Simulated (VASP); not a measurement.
GaP, 2 atoms in the cell. It takes space group F-43m (No. 216, cubic). Conventional cell: a = 5.140 Å, b = 5.140 Å, c = 5.140 Å, α = 90.00°, β = 90.00°, γ = 90.00°. Within 2.9 Å of Ga (site symmetry -43m) lie 4 P at 2.23 Å. Within 2.9 Å of P (site symmetry -43m) lie 4 Ga at 2.23 Å. 

| Quantity | Value |
| --- | --- |
| Program | VASP 6.6.1 |
| Task | single point |
| Functional | PBE |
| Potentials or basis | VASP PAW PBE potentials, release 64 (Ga_d, P) |
| Cutoff | 520 eV |
| k mesh | 8 × 8 × 8 |
| Occupations | gaussian, width 0.01 eV |
| Spin | no spin polarisation |
| Dipole correction | no |
| Further INCAR settings | ALGO = Normal; EDIFF = 1e-06; NBANDS = 16 |

Potentials or basis: VASP PAW PBE potentials, release 64 (Ga_d, P).

The run is started by

```console
$ cat potpaw_PBE.64/Ga_d/POTCAR potpaw_PBE.64/P/POTCAR > POTCAR
$ mpirun -np 1 vasp_std > vasp.out
```

Hardware: 1 thread of AMD EPYC 9R45 96-Core Processor (Zen 5), with other jobs on the host.

**Question.** Estimate the wall time of this run.

**Answer.** Wall time 10 s on 1 thread of AMD EPYC 9R45 96-Core Processor (Zen 5), on a shared host, peak memory 0.13 GiB. Counts: scf iterations 12, k points 29.
